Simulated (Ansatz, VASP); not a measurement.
# CdS: VASP beside Ansatz

The input INCAR:

```
ALGO     = Normal         # electronic algorithm
EDIFF    = 1E-6           # SCF threshold, eV
EDIFFG   = -0.002         # ionic threshold
ENCUT    = 520            # plane-wave cutoff, eV
GGA      = PS             # functional
IBRION   = 2              # ionic algorithm
ISIF     = 2              # what is computed and relaxed
ISMEAR   = 0              # smearing method
LASPH    = T              # aspherical terms in the spheres
LCHARG   = F              # write CHGCAR
LREAL    = F              # projectors in reciprocal space
LWAVE    = F              # write WAVECAR
NELM     = 60             # most SCF steps
NSW      = 60             # ionic steps
PREC     = Accurate       # precision mode
SIGMA    = 0.02           # smearing width, eV
```

Contents of KPOINTS:

```
k-points
0
Gamma
  6 6 4
```

The input POSCAR:

```
CdS
1.0
    4.1662911592      0.0000000000      0.0000000000
   -2.0831455796      3.6081139834      0.0000000000
    0.0000000000      0.0000000000      6.6678588815
Cd S
2 2
Direct
    0.3333333333      0.6666666667      0.0001621468
    0.6666666667      0.3333333333      0.5001621468
    0.3333333333      0.6666666667      0.3768378532
    0.6666666667      0.3333333333      0.8768378532
```

Input for Ansatz:

```yaml
crystal:
  lattice:
    - [4.1662911592, 0.0, 0.0]
    - [-2.0831455796, 3.6081139834, 0.0]
    - [0.0, 0.0, 6.6678588815]
  atoms:
    - { symbol: Cd, position: [0.3333333333, 0.6666666667, 0.0001621468] }
    - { symbol: Cd, position: [0.6666666667, 0.3333333333, 0.5001621468] }
    - { symbol: S, position: [0.3333333333, 0.6666666667, 0.3768378532] }
    - { symbol: S, position: [0.6666666667, 0.3333333333, 0.8768378532] }
basis:
  ecutwfc: 420
kpoints:
  mp_grid: { grid: [6, 6, 4] }
hamiltonian:
  xc: pbesol
  pseudopotentials: { kind: paw, azcp: { folder: soft_1 } }
scf:
  occupations: { method: gaussian, width: 0.02 }
output:
  forces: true
  stress: true
  eigenvalues: true
relax:
  adjacent_minimum: "off"
  f_tol: 0.002
  max_steps: 40
```

Change from the starting cell: strained cell.

Alike in both runs: task relaxation of the atoms; functional PBEsol; k mesh 6 × 6 × 4; occupations gaussian, width 0.02 eV; no spin polarisation.

|  | VASP | Ansatz |
| --- | --- | --- |
| version | VASP 6.6.1 | Ansatz 0.2.0 |
| potentials or method | VASP PAW PBE potentials, release 64 (Cd, S), cutoff 520 eV | scalar-relativistic, plane waves, PAW |
| valence electrons in the cell | 36 | 52 |

|  | VASP | Ansatz | Ansatz less VASP |
| --- | --- | --- | --- |
| gap on the k mesh at the Fermi level, each at its own relaxed structure (eV) | 1.09 | 1.08 | -0.003 |

VASP's potentials were made for PBE, not for PBEsol, and Ansatz warns of the same on its side. VASP's potentials hold 36 valence electrons a cell and Ansatz's 52, so a difference there can come from the potentials and not from the codes. Ansatz's warnings: stress scf threshold loose.
